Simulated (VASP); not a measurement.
Write the native input for VASP 6.6.1 that does the following.

```
Task                   : single point
Functional             : PBEsol
Potentials or basis    : VASP PAW PBE potentials, release 64 (In_d, Sb)
Cutoff                 : 520 eV
k mesh                 : 8 × 8 × 8
Occupations            : gaussian, width 0.15 eV
Spin                   : no spin polarisation
Dipole correction      : no
Further INCAR settings : ALGO = Normal; EDIFF = 1e-07; NBANDS = 22
```

The structure of InSb3 lies in POSCAR:

```
InSb3
1.0
    4.7757469295     -0.0550865859     -0.0550865859
   -0.0550865859      4.7757469295     -0.0550865859
   -0.0550865859     -0.0550865859      4.7757469295
In Sb
1 3
Direct
    0.0000000000      0.0000000000      0.0000000000
    0.5000000000      0.0000000000      0.5000000000
    0.0000000000      0.5000000000      0.5000000000
    0.5000000000      0.5000000000      0.0000000000
```

One way to write it, as run:

INCAR

```
SYSTEM = InSb3
PREC = Accurate
ENCUT = 520
EDIFF = 1E-7
ISMEAR = 0
SIGMA = 0.15
LREAL = .FALSE.
LASPH = .TRUE.
NELM = 100
ALGO = Normal
ISIF = 2
LWAVE = .FALSE.
LCHARG = .TRUE.
GGA = PS
LELF = .TRUE.
LVHAR = .TRUE.
NBANDS = 22
```

KPOINTS

```
Automatic mesh
0
G
  8 8 8
  0 0 0
```

Potentials or basis: VASP PAW PBE potentials, release 64 (In_d, Sb).

Launch:

```bash
$ cat potpaw_PBE.64/In_d/POTCAR potpaw_PBE.64/Sb/POTCAR > POTCAR
$ mpirun -np 1 vasp_std > vasp.out
```

It gave:

* Pressure: -1.6 GPa
* Band gap on the k mesh: zero (bands 14 and 15 overlap by 4.49 eV)

Caveat: the PAW data sets were made with another functional, which shifts forces and pressure a little; spin-orbit coupling is left out, which moves the levels of the heavy elements.

It took 2.6 min on 1 thread of Intel Xeon 8259CL, with other jobs on the host, peak memory 0.3 GiB.
